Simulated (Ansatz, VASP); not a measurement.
AlW3: VASP beside Ansatz

```
Al W
1.0
     0.00000    3.15980    3.15980
     3.15980    0.00000    3.15980
     3.15980    3.15980    0.00000
Al W
1 3
Direct
  0.00000 0.00000 0.00000
  0.25000 0.25000 0.25000
  0.75000 0.75000 0.75000
  0.50000 0.50000 0.50000
```

Change from the starting cell: species swapped into the Na3Bi type (Fm-3m, No. 225).

Alike in both runs: functional PBE; k mesh 12 × 12 × 12; occupations gaussian, width 0.1 eV; no spin polarisation.

Ansatz relaxed the structure, and its values are those at the end. VASP's run is a single point on that final structure, the one shown.

|  | VASP | Ansatz |
| --- | --- | --- |
| version | VASP 6.6.1 | Ansatz 0.2.0 |
| potentials or method | VASP PAW PBE potentials, release 64 (Al, W_sv), cutoff 520 eV | scalar-relativistic, plane waves, PAW |
| valence electrons in the cell | 45 | 45 |

```csv
,VASP,Ansatz,Ansatz less VASP
gap on the k mesh at the Fermi level (eV),none,none,-
pressure (GPa),0.3,0.0,-0.27
```

A gap of «none» marks a metal or a gap that the smearing closes. The functional is the same, so the differences come from potentials, cutoffs and numerics.

Neither program's run includes spin-orbit coupling.
